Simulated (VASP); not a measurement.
## CoSi2: single point with PBE

CoSi2:

```
Co Si
1.0
     0.00000    2.73052    2.73052
     2.73052    0.00000    2.73052
     2.73052    2.73052    0.00000
Co Si
1 2
Direct
  0.00000 0.00000 0.00000
  0.25000 0.25000 0.25000
  0.75000 0.75000 0.75000
```

```
Program                : VASP 6.6.1
Task                   : single point
Functional             : PBE
Potentials or basis    : VASP PAW PBE potentials, release 64 (Co, Si)
Cutoff                 : 600 eV
k mesh                 : 9 × 9 × 9
Occupations            : gaussian, width 0.1 eV
Spin                   : collinear spin, ferromagnetic start
Starting moments       : [3.2, 0.0, 0.0] μB
Dipole correction      : no
Further INCAR settings : ALGO = Normal; EDIFF = 1e-06; NBANDS = 20
```

```json
{
  "Pressure": "-8.9 GPa",
  "Net moment": "0.00 μB per cell",
  "Valence electrons inside the program's atomic spheres": "Co 8.70; Si 1.56"
}
```

Levels at points of the mesh, in eV from the Fermi level:
Spin up:
| k point | band 6 | band 7 | band 8 | band 9 | band 10 | band 11 | band 12 | band 13 |
| --- | --- | --- | --- | --- | --- | --- | --- | --- |
| (0.00, 0.00, 0.00) | -1.69 | 0.23 | 3.22 | 3.22 | 3.22 | 3.46 | 3.46 | 3.46 |
Spin down:
| k point | band 6 | band 7 | band 8 | band 9 | band 10 | band 11 | band 12 | band 13 |
| --- | --- | --- | --- | --- | --- | --- | --- | --- |
| (0.00, 0.00, 0.00) | -1.69 | 0.23 | 3.22 | 3.22 | 3.22 | 3.46 | 3.46 | 3.46 |

Wall time 28 s on 1 thread of Intel(R) Xeon(R) 6975P-C (Granite Rapids), with other jobs on the host, peak memory 0.22 GiB.

Caveat: the cell stands under tension.
